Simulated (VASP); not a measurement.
# WS (Pm-3m) in VASP: further runs

Aim: see how the results for WS move with the level of theory and the settings. Levels: PBEsol-based screened hybrid with 25 % exact exchange, PBE-based screened hybrid with 35 % exact exchange. Tasks: single point.

All numbers are computed with VASP 6.6.1; they aren't measurements. Logs are shortened: lines on timing, memory, paths and dates and some standing lists are left out, and cuts for length are marked.

## 1. The cell of the first run

It takes space group Pm-3m (No. 221, cubic). Conventional cell: a = 2.960 Å, b = 2.960 Å, c = 2.960 Å, α = 90.00°, β = 90.00°, γ = 90.00°. Within 3.4 Å of W (site symmetry m-3m) lie 8 S at 2.56 Å and 6 W at 2.96 Å. S (site symmetry m-3m) has 8 W at 2.56 Å and 6 S at 2.96 Å within 3.4 Å.

## 2. Single point, PBEsol-based screened hybrid with 25 % exact exchange

POSCAR reads:

```
WS
1.0
    2.9596013018      0.0000000000      0.0000000000
    0.0000000000      2.9596013018      0.0000000000
    0.0000000000      0.0000000000      2.9596013018
W S
1 1
Direct
    0.5000000000      0.5000000000      0.5000000000
    0.0000000000      0.0000000000      0.0000000000
```

INCAR.step1 reads:

```
PREC = Accurate ; ENCUT = 400
EDIFF = 1E-5 ; ISMEAR = -1
SIGMA = 0.05 ; LREAL = F
LASPH = T ; NELM = 120
ALGO = Normal ; ISIF = 2
LWAVE = T ; LCHARG = F
GGA = PE ; NBANDS = 17
GGA_COMPAT = F
```

INCAR.step2 reads:

```
PREC = Accurate ; ENCUT = 400
EDIFF = 1E-6 ; ISMEAR = -1
SIGMA = 0.05 ; LREAL = F
LASPH = T ; NELM = 120
ALGO = Normal ; ISIF = 2
LWAVE = F ; LCHARG = F
GGA = PS ; LHFCALC = T
AEXX = 0.25 ; HFSCREEN = 0.207
PRECFOCK = Normal ; ISTART = 1
NBANDS = 17 ; GGA_COMPAT = F
```

KPOINTS reads:

```
Automatic mesh
0
Gamma
  5 5 5
```

Potentials or basis: VASP PAW PBE potentials, release 64 (W_sv, S).

Started as:

```bash
$ cat potpaw_PBE.64/W_sv/POTCAR potpaw_PBE.64/S/POTCAR > POTCAR
$ cp INCAR.step1 INCAR
$ mpirun -np 1 vasp_std > vasp.out
$ cp INCAR.step2 INCAR
$ mpirun -np 1 vasp_std > vasp.out
```

OUTCAR:

```text
PREC = Accurate
   ENCUT = 400
   EDIFF = 1E-6
   ISMEAR = -1
   LREAL = F
   LASPH = T
   NELM = 120
   ISIF = 2
   GGA = PS
   LHFCALC = T
   AEXX = 0.25
   HFSCREEN = 0.207
   PRECFOCK = Normal
   ISTART = 1

 ion  position               nearest neighbor table
   1  0.500  0.500  0.500-   2 2.56   2 2.56   2 2.56   2 2.56   2 2.56   2 2.56   2 2.56   2 2.56

   2  0.000  0.000  0.000-   1 2.56   1 2.56   1 2.56   1 2.56   1 2.56   1 2.56   1 2.56   1 2.56

  LATTYP: Found a simple cubic cell.
 ALAT       =     2.9596013018

  Lattice vectors:

 A1 = (   2.9596013018,   0.0000000000,   0.0000000000)
 A2 = (   0.0000000000,   2.9596013018,   0.0000000000)
 A3 = (   0.0000000000,   0.0000000000,   2.9596013018)

Analysis of symmetry for initial positions (statically):
=====================================================================
 Subroutine PRICEL returns:
 Original cell was already a primitive cell.

 Routine SETGRP: Setting up the symmetry group for a
 simple cubic supercell.

 Subroutine GETGRP returns: Found 48 space group operations
 (whereof 48 operations were pure point group operations)
 out of a pool of 48 trial point group operations.

The static configuration has the point symmetry O_h .

Analysis of symmetry for dynamics (positions and initial velocities):
=====================================================================
 Subroutine PRICEL returns:
 Original cell was already a primitive cell.

 Routine SETGRP: Setting up the symmetry group for a
 simple cubic supercell.

 Subroutine GETGRP returns: Found 48 space group operations
 (whereof 48 operations were pure point group operations)
 out of a pool of 48 trial point group operations.

The dynamic configuration has the point symmetry O_h .

 Subroutine INISYM returns: Found 48 space group operations
 (whereof 48 operations are pure point group operations),
 and found     1 'primitive' translations

----------------------------------------------------------------------------------------

                                     Primitive cell

  volume of cell :      25.9239

  direct lattice vectors                    reciprocal lattice vectors
     2.959601302  0.000000000  0.000000000     0.337883349  0.000000000  0.000000000
     0.000000000  2.959601302  0.000000000     0.000000000  0.337883349  0.000000000
     0.000000000  0.000000000  2.959601302     0.000000000  0.000000000  0.337883349

  length of vectors
     2.959601302  2.959601302  2.959601302     0.337883349  0.337883349  0.337883349

  position of ions in fractional coordinates (direct lattice)
     0.500000000  0.500000000  0.500000000
     0.000000000  0.000000000  0.000000000

  ion indices of the primitive-cell ions
   primitive index   ion index
                 1           1
                 2           2

----------------------------------------------------------------------------------------

 KPOINTS: Automatic mesh

Automatic generation of k-mesh.
 Grid dimensions read from file:
 generate k-points for:    5    5    5

 Generating k-lattice:

  Cartesian coordinates                     Fractional coordinates (reciprocal lattice)
     0.067576670  0.000000000  0.000000000     0.200000000  0.000000000  0.000000000
     0.000000000  0.067576670  0.000000000     0.000000000  0.200000000  0.000000000
     0.000000000  0.000000000  0.067576670     0.000000000  0.000000000  0.200000000

  Length of vectors
     0.067576670  0.067576670  0.067576670

  Shift w.r.t. Gamma in fractional coordinates (k-lattice)
     0.000000000  0.000000000  0.000000000

 Subroutine IBZKPT returns following result:
 ===========================================

 Found     10 irreducible k-points:

 Following reciprocal coordinates:
            Coordinates               Weight
  0.000000  0.000000  0.000000      1.000000
  0.200000  0.000000  0.000000      6.000000
  0.400000  0.000000  0.000000      6.000000
  0.200000  0.200000  0.000000     12.000000
  0.400000  0.200000  0.000000     24.000000
  0.400000  0.400000  0.000000     12.000000
  0.200000  0.200000  0.200000      8.000000
  0.400000  0.200000  0.200000     24.000000
  0.400000  0.400000  0.200000     24.000000
  0.400000  0.400000  0.400000      8.000000
   k-points           NKPTS =     10   k-points in BZ     NKDIM =    125   number of bands    NBANDS=     17
   number of dos      NEDOS =    301   number of ions     NIONS =      2
   total plane-waves  NPLWV =   8000
   dimension x,y,z NGX =    20 NGY =   20 NGZ =   20
   dimension x,y,z NGXF=    40 NGYF=   40 NGZF=   40
   ions per type =               1   1
   NGX,Y,Z   is equivalent  to a cutoff of  11.23, 11.23, 11.23 a.u.
   NGXF,Y,Z  is equivalent  to a cutoff of  22.47, 22.47, 22.47 a.u.
 SYSTEM =  unknown system
   PREC   = accura    normal or accurate (medium, high low for compatibility)
   ISTART =      1    job   : 0-new  1-cont  2-samecut
   ICHARG =      0    charge: 1-file 2-atom 10-const
   ISPIN  =      1    spin polarized calculation?
   LNONCOLLINEAR =      F non collinear calculations
   LSORBIT =      F    spin-orbit coupling
   LASPH  =      T    aspherical Exc in radial PAW
   ENCUT  =  400.0 eV  29.40 Ry    5.42 a.u.   4.83  4.83  4.83*2*pi/ulx,y,z
   NELM   =    120;   NELMIN=  2; NELMDL=  0     # of ELM steps
   EDIFF  = 0.1E-05   stopping-criterion for ELM
   LREAL  =      F    real-space projection
   EDIFFG = 0.1E-04   stopping-criterion for IOM
   NSW    =      0    number of steps for IOM
   IBRION =     -1    ionic relax: 0-MD 1-quasi-New 2-CG
   NFREE  =      0    steps in history (QN), initial steepest desc. (CG)
   ISIF   =      2    stress and relaxation
   ISYM   =      3    0-nonsym 1-usesym 2-fastsym
   POTIM  = 0.5000    time-step for ionic-motion
   TEBEG  =    0.0;   TEEND  =   0.0 temperature during run
   PSTRESS=    0.0 pullay stress
   NELECT =      20.0000    total number of electrons
   NUPDOWN=      -1.0000    fix difference up-down
   EMIN   =  10.00;   EMAX   =-10.00  energy-range for DOS
   EFERMI =   0.00;   METHOD = LEGACY
   ISMEAR =    -1;   SIGMA  =   0.05  broadening in eV -4-tet -1-fermi 0-gaus
   EFERMI_NEDOS =   21; number of points for ismear=-14 and -15
   IALGO  =     38    algorithm
   IMIX   =      1    mixing-type and parameters
     AMIX     =   0.40;   BMIX     =  1.00
     AMIX_MAG =   1.60;   BMIX_MAG =  1.00
  volume/ion in A,a.u.               =      12.96        87.47
  Fermi-wavevector in a.u.,A,eV,Ry     =   1.501476  2.837378 30.673369  2.254429
  Thomas-Fermi vector in A             =   2.612841
   LORBIT       =      0    0 simple, 1 ext, 2 COOP (PROOUT), +10 PAW based schemes
   GGA     = PS    functional components
   LHFCALC =     T    Hartree Fock is set to
   PRECFOCK=normal    Normal, Fast or Accurate (Low or Medium for compatibility)
   ENCUT4O =  -1.0   cutoff for four orbital integrals eV
   NKREDX  =     1    reduce k-point grid by
   NKREDY  =     1    reduce k-point grid by
   NKREDZ  =     1    reduce k-point grid by
   AEXX    =    0.2500 exact exchange contribution
   HFSCREEN=    0.2070 screening length (either q_TF or 0.3 A-1)
   HFSCREENC=   0.2070 screening length for correlation (either q_TF or 0.3 A-1)
   ENCUTFOCK=  -1.0 apply spherical cutoff to Coloumb kernel
   IVDW    =     0    specifies the selected vdW correction
   LEPSILON=     F    determine dielectric tensor
   LRPA    =     F    only Hartree local field effects (RPA)
 non-spin polarized calculation
  energy-cutoff  :      400.00
  volume of cell :       25.92
 maximum number of plane-waves:       479
 NGX is ok and might be reduce to    20
  NGX = 16; NGY = 16; NGZ = 16

 number of electron      19.9999993 magnetization

 Free energy of the ion-electron system (eV)
  ---------------------------------------------------
  ext. energy  EPLUGINS =         0.00000000
  ---------------------------------------------------
  free energy    TOTEN  =       -20.57117202 eV

  energy without entropy =      -20.55183498  energy(sigma->0) =      -20.56150350

 E-fermi :  13.5849     XC(G=0): -11.0690

 val. band max:       13.0702490846   @ k =   0.4000   0.4000   0.4000
 cond. band min:      13.6044856454   @ k =   0.4000   0.2000   0.0000
 fundamental gap:      0.5342365608
 Fermi energy:        13.5849021443

 k-point     1 :       0.0000    0.0000    0.0000
  band No.  band energies     occupation
      1     -65.2986      2.00000
      2     -27.9137      2.00000
      3     -27.9137      2.00000
      4     -27.9137      2.00000
      5      -6.8509      2.00000
      6       7.5457      2.00000
[... 9 lines left out ...]
     16      23.9218      0.00000
     17      32.0429      0.00000

 k-point     2 :       0.2000    0.0000    0.0000
  band No.  band energies     occupation
      1     -65.2890      2.00000
      2     -28.1212      2.00000
      3     -27.8933      2.00000
      4     -27.8933      2.00000
      5      -6.1131      2.00000
      6       5.2373      2.00000
[... 9 lines left out ...]
     16      25.5428      0.00000
     17      27.3532      0.00000

 k-point     3 :       0.4000    0.0000    0.0000
  band No.  band energies     occupation
      1     -65.2734      2.00000
      2     -28.4455      2.00000
      3     -27.8607      2.00000
      4     -27.8607      2.00000
      5      -4.4363      2.00000
      6       1.7583      2.00000
[... 9 lines left out ...]
     16      23.0793      0.00000
     17      23.0793      0.00000

 k-point     4 :       0.2000    0.2000    0.0000
  band No.  band energies     occupation
      1     -65.2794      2.00000
      2     -28.1059      2.00000
      3     -28.0884      2.00000
      4     -27.8731      2.00000
      5      -5.5061      2.00000
      6       5.1235      2.00000
[... 9 lines left out ...]
     16      24.8157      0.00000
     17      24.8563      0.00000
[... 63 lines left out ...]
      1     -65.2541      2.00000
      2     -28.3877      2.00000
      3     -28.0419      2.00000
      4     -28.0299      2.00000
      5      -3.9551      2.00000
      6       3.1679      2.00000
[... 9 lines left out ...]
     16      23.7166      0.00000
     17      24.0946      0.00000

 k-point     9 :       0.4000    0.4000    0.2000
  band No.  band energies     occupation
      1     -65.2384      2.00000
      2     -28.3442      2.00000
      3     -28.3384      2.00000
      4     -28.0002      2.00000
      5      -3.4435      2.00000
      6       3.8901      2.00000
[... 9 lines left out ...]
     16      24.6045      0.00000
     17      26.4050      0.00000

 k-point    10 :       0.4000    0.4000    0.4000
  band No.  band energies     occupation
      1     -65.2226      2.00000
      2     -28.3045      2.00000
      3     -28.2986      2.00000
      4     -28.2986      2.00000
      5      -2.3431      2.00000
      6       3.2258      2.00000
[... 9 lines left out ...]
     16      21.3195      0.00000
     17      27.5185      0.00000

------------------------ aborting loop because EDIFF is reached ----------------------------------------

  FORCE on cell =-STRESS in cart. coord.  units (eV):
  Direction    XX          YY          ZZ          XY          YZ          ZX
  --------------------------------------------------------------------------------------
  -------------------------------------------------------------------------------------
  Total       -0.0406766     -0.0406766     -0.0406766      0.0000000      0.0000000      0.0000000
  in kB       -2.5139436     -2.5139436     -2.5139436      0.0000000      0.0000000      0.0000000
  external PRESSURE =      -2.5139436 kB  Pullay stress =       0.0000000 kB

 VOLUME and BASIS-vectors are now :
 -----------------------------------------------------------------------------
  energy-cutoff  :      400.00
  volume of cell :       25.92
      direct lattice vectors                 reciprocal lattice vectors
     2.959601302  0.000000000  0.000000000     0.337883349  0.000000000  0.000000000
     0.000000000  2.959601302  0.000000000     0.000000000  0.337883349  0.000000000
     0.000000000  0.000000000  2.959601302     0.000000000  0.000000000  0.337883349

 POSITION                                       TOTAL-FORCE (eV/Angst)
 -----------------------------------------------------------------------------------
      1.47980      1.47980      1.47980         0.000000      0.000000      0.000000
      0.00000      0.00000      0.00000         0.000000      0.000000      0.000000
 -----------------------------------------------------------------------------------
    total drift:                               -0.000000      0.000002     -0.000001

  FREE ENERGIE OF THE ION-ELECTRON SYSTEM (eV)
  ---------------------------------------------------
  free  energy   TOTEN  =       -20.5711720208 eV

  energy  without entropy=      -20.5518349815  energy(sigma->0) =      -20.56150350
```

It took 5.9 min on 1 thread of Intel Xeon Platinum 8259CL at 2.50GHz (Skylake/Cascade Lake), shared host; peak memory 0.23 GiB.

Results:

```yaml
Free_energy: -20.5712 eV
Pressure: -0.3 GPa
Band_gap_on_the_k_mesh: zero (bands 10 and 11 overlap by 2.55 eV)
```

Caveat: the k points lie up to 0.42 Å⁻¹ apart, too coarse for converged energies and pressures of a metal; the PAW data sets were made with another functional, which shifts forces and pressure a little; spin-orbit coupling is left out, which moves the levels of the heavy elements.

(Continued in part 2 of 2.)
